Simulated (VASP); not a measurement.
# Si in VASP: a series of runs, part 3 of 3

VASP 6.6.1. The steps go on from the part before.

### 5 Electric field gradients, LDA (equal xx and yy strain of -1 %)

The input, INCAR:

```
PREC = Accurate
ENCUT = 520
EDIFF = 1E-8
ISMEAR = -1
SIGMA = 0.08
LREAL = False
LASPH = True
NELM = 60
ALGO = Normal
ISIF = 2
LWAVE = False
LCHARG = False
GGA = CA
LEFG = True
NBANDS = 11
```

The input, KPOINTS:

```
regular mesh
0
Gamma
  11 11 11
```

The input, POSCAR:

```
Si
1.0
    0.0000000000      2.6883153000      2.7154700000
    2.6883153000      0.0000000000      2.7154700000
    2.6883153000      2.6883153000      0.0000000000
Si
2
Direct
    0.5000000000      0.5000000000      0.5000000000
    0.7500000000      0.7500000000      0.7500000000
```

Potentials or basis: VASP PAW LDA potentials, release 64 (Si).

The run is started by

```bash
$ cat potpaw_LDA.64/Si/POTCAR > POTCAR
$ mpirun -np 1 vasp_std > vasp.out
```

OUTCAR:

```text
PREC = Accurate
   ENCUT = 520
   EDIFF = 1E-8
   ISMEAR = -1
   LREAL = False
   LASPH = True
   NELM = 60
   ISIF = 2
   GGA = CA

 ion  position               nearest neighbor table
   1  0.500  0.500  0.500-   2 2.34   2 2.34   2 2.34   2 2.34
   2  0.750  0.750  0.750-   1 2.34   1 2.34   1 2.34   1 2.34

  LATTYP: Found a body centered tetragonal cell.
 ALAT       =     3.8018519572
 C/A-ratio  =     1.4284985479

  Lattice vectors:

 A1 = (  -2.6883153000,   0.0000000000,   2.7154700000)
 A2 = (   2.6883153000,   0.0000000000,   2.7154700000)
 A3 = (   0.0000000000,   2.6883153000,  -2.7154700000)

Analysis of symmetry for initial positions (statically):
=====================================================================
 Subroutine PRICEL returns:
 Original cell was already a primitive cell.

 Routine SETGRP: Setting up the symmetry group for a
 body centered tetragonal supercell.

 Subroutine GETGRP returns: Found 16 space group operations
 (whereof  8 operations were pure point group operations)
 out of a pool of 16 trial point group operations.

The static configuration has the point symmetry D_2d.
 The point group associated with its full space group is D_4h.

Analysis of symmetry for dynamics (positions and initial velocities):
=====================================================================
 Subroutine PRICEL returns:
 Original cell was already a primitive cell.

 Routine SETGRP: Setting up the symmetry group for a
 body centered tetragonal supercell.

 Subroutine GETGRP returns: Found 16 space group operations
 (whereof  8 operations were pure point group operations)
 out of a pool of 16 trial point group operations.

The dynamic configuration has the point symmetry D_2d.
 The point group associated with its full space group is D_4h.

 Subroutine INISYM returns: Found 16 space group operations
 (whereof  8 operations are pure point group operations),
 and found     1 'primitive' translations

----------------------------------------------------------------------------------------

                                     Primitive cell

  volume of cell :      39.2496

  direct lattice vectors                    reciprocal lattice vectors
     0.000000000  2.688315300  2.715470000    -0.185990088  0.185990088  0.184130187
     2.688315300  0.000000000  2.715470000     0.185990088 -0.185990088  0.184130187
     2.688315300  2.688315300  0.000000000     0.185990088  0.185990088 -0.184130187

  length of vectors
     3.821101474  3.821101474  3.801851957     0.321074060  0.321074060  0.321074060

  position of ions in fractional coordinates (direct lattice)
     0.500000000  0.500000000  0.500000000
     0.750000000  0.750000000  0.750000000

  ion indices of the primitive-cell ions
   primitive index   ion index
                 1           1
                 2           2

----------------------------------------------------------------------------------------

 KPOINTS: regular mesh

Automatic generation of k-mesh.
 Grid dimensions read from file:
 generate k-points for:   11   11   11

 Generating k-lattice:

  Cartesian coordinates                     Fractional coordinates (reciprocal lattice)
[... 80 lines left out ...]
     AMIX_MAG =   1.60;   BMIX_MAG =  1.00
  volume/ion in A,a.u.               =      19.62       132.43
  Fermi-wavevector in a.u.,A,eV,Ry     =   0.963444  1.820645 12.629252  0.928224
  Thomas-Fermi vector in A             =   2.092990
   LORBIT       =      0    0 simple, 1 ext, 2 COOP (PROOUT), +10 PAW based schemes
   GGA     = CA    functional components
   LHFCALC =     F    Hartree Fock is set to
   AEXX    =    0.0000 exact exchange contribution
   IVDW    =     0    specifies the selected vdW correction
   LEPSILON=     F    determine dielectric tensor
   LRPA    =     F    only Hartree local field effects (RPA)
 non-spin polarized calculation
  energy-cutoff  :      520.00
  volume of cell :       39.25
 maximum number of plane-waves:      1066
   NGX = 15   NGY = 15   NGZ = 15

 number of electron       8.0000001 magnetization

 Free energy of the ion-electron system (eV)
  ---------------------------------------------------
  ext. energy  EPLUGINS =         0.00000000
  ---------------------------------------------------
  free energy    TOTEN  =       -11.91861239 eV

  energy without entropy =      -11.91798614  energy(sigma->0) =      -11.91829926

 E-fermi :   6.1811     XC(G=0):  -9.6812

 val. band max:        5.9988258633   @ k =   0.0000   0.0000   0.0000
 cond. band min:       6.4014288378   @ k =   0.4545   0.0000   0.4545
 fundamental gap:      0.4026029745
 Fermi energy:         6.1810789700

 k-point     1 :       0.0000    0.0000    0.0000
  band No.  band energies     occupation
      1      -6.1196      2.00000
      2       5.9271      1.91977
      3       5.9988      1.81410
      4       5.9988      1.81410
      5       8.4963      0.00000
      6       8.4963      0.00000
      7       8.5318      0.00000
      8       9.4125      0.00000
      9      13.6192      0.00000
     10      13.7383      0.00000
     11      13.8064      0.00000
[... 309 lines left out ...]
 k-point    24 :      -0.1818    0.1818    0.0000
  band No.  band energies     occupation
      1      -4.9692      2.00000
      2       1.8613      2.00000
      3       3.1764      2.00000
      4       5.3298      1.99995
      5       9.0023      0.00000
      6       9.6980      0.00000
      7       9.9254      0.00000
      8      11.6007      0.00000
      9      12.0400      0.00000
     10      16.1205      0.00000
     11      16.4904      0.00000

 [... further k-points ...]

------------------------ aborting loop because EDIFF is reached ----------------------------------------

  FORCE on cell =-STRESS in cart. coord.  units (eV):
  Direction    XX          YY          ZZ          XY          YZ          ZX
  --------------------------------------------------------------------------------------
  -------------------------------------------------------------------------------------
  Total        0.1857968      0.1857968     -0.0532707      0.0000000      0.0000000      0.0000000
  in kB        7.5842618      7.5842618     -2.1745222      0.0000000      0.0000000      0.0000000
  external PRESSURE =       4.3313338 kB  Pullay stress =       0.0000000 kB

 VOLUME and BASIS-vectors are now :
 -----------------------------------------------------------------------------
  energy-cutoff  :      520.00
  volume of cell :       39.25
      direct lattice vectors                 reciprocal lattice vectors
     0.000000000  2.688315300  2.715470000    -0.185990088  0.185990088  0.184130187
     2.688315300  0.000000000  2.715470000     0.185990088 -0.185990088  0.184130187
     2.688315300  2.688315300  0.000000000     0.185990088  0.185990088 -0.184130187

 POSITION                                       TOTAL-FORCE (eV/Angst)
 -----------------------------------------------------------------------------------
      2.68832      2.68832      2.71547        -0.000000     -0.000000      0.000000
      4.03247      4.03247      4.07320         0.000000      0.000000      0.000000
 -----------------------------------------------------------------------------------
    total drift:                                0.000000      0.000000     -0.000000

  FREE ENERGIE OF THE ION-ELECTRON SYSTEM (eV)
  ---------------------------------------------------
  free  energy   TOTEN  =       -11.9186123902 eV

  energy  without entropy=      -11.9179861395  energy(sigma->0) =      -11.91829926

 Electric field gradients (V/A^2)
---------------------------------------------------------------------
 ion       V_xx      V_yy      V_zz      V_xy      V_xz      V_yz
---------------------------------------------------------------------
   1       0.038     0.038    -0.076    -0.000    -0.000    -0.000
   2       0.038     0.038    -0.076    -0.000    -0.000    -0.000
---------------------------------------------------------------------

 Electric field gradients after diagonalization (V/A^2)
 (convention: |V_zz| > |V_xx| > |V_yy|)
----------------------------------------------------------------------
 ion       V_xx      V_yy      V_zz     asymmetry (V_yy - V_xx)/ V_zz
----------------------------------------------------------------------
   1       0.038     0.038    -0.076       0.004
   2       0.038     0.038    -0.076       0.004
----------------------------------------------------------------------

           NMR quadrupolar parameters

 Cq : quadrupolar parameter    Cq=e*Q*V_zz/h
 eta: asymmetry parameters     (V_yy - V_xx)/ V_zz
 Q  : nuclear electric quadrupole moment in mb (millibarn)
----------------------------------------------------------------------
 ion       Cq(MHz)       eta       Q (mb)
----------------------------------------------------------------------
   1      -0.000       0.004       1.000
   2      -0.000       0.004       1.000
----------------------------------------------------------------------
```

stdout:

```text
POSCAR found type information on POSCAR Si
 POSCAR found :  1 types and       2 ions
 scaLAPACK will be used
 LDA part: xc-table for (Slater(with rela. corr.)+CA(PZ))
 , standard interpolation
 POSCAR, INCAR and KPOINTS ok, starting setup
 FFT: planning ... GRIDC
 FFT: planning ... GRID_SOFT
 FFT: planning ... GRID
 WAVECAR not read
 entering main loop
ion   1

ion   2
```

It took 31 s on 1 thread of Intel Xeon 6975P-C, shared host; peak memory 0.16 GiB.

Results:

| Property | Result |
| --- | --- |
| Free energy | -11.9186 eV |
| Pressure | 0.4 GPa |
| Band gap on the k mesh | 0.40 eV, indirect (least direct gap 2.50 eV) |

Stress tensor (GPa, compression positive):
```
 0.76  0.00  0.00
 0.00  0.76  0.00
 0.00  0.00 -0.22
```

Caveat: the cell differs from its parent crystal (equal xx and yy strain of -1 %); without QUAD_EFG the Cq values of the log hold for a quadrupole moment of 1 mb, not for the nuclei. A k mesh can miss the band edges.

### 6 Summary

```tsv
cell	gap on the mesh (eV)	pressure (GPa)	largest force (eV/Å)
a = 3.821 Å, angles 60.7°, 2 atoms	0.46	-1.4	0.17
a = 3.879 Å, angles 58.7°, 2 atoms	0.43	-1.3	0.29
a = 3.821, b = 3.821, c = 3.802 Å, angles 60.2, 60.2, 59.7°, 2 atoms	0.40	0.4	-
```

Alike in all rows: task electric field gradients; level LDA; potentials or basis VASP PAW LDA potentials, release 64 (Si); no spin polarisation; k mesh 11 × 11 × 11; cutoff (eV) 520; smearing fermi-dirac 0.08 eV.

Total energies depend on the potentials used, so only differences within one code and one set of settings carry meaning.
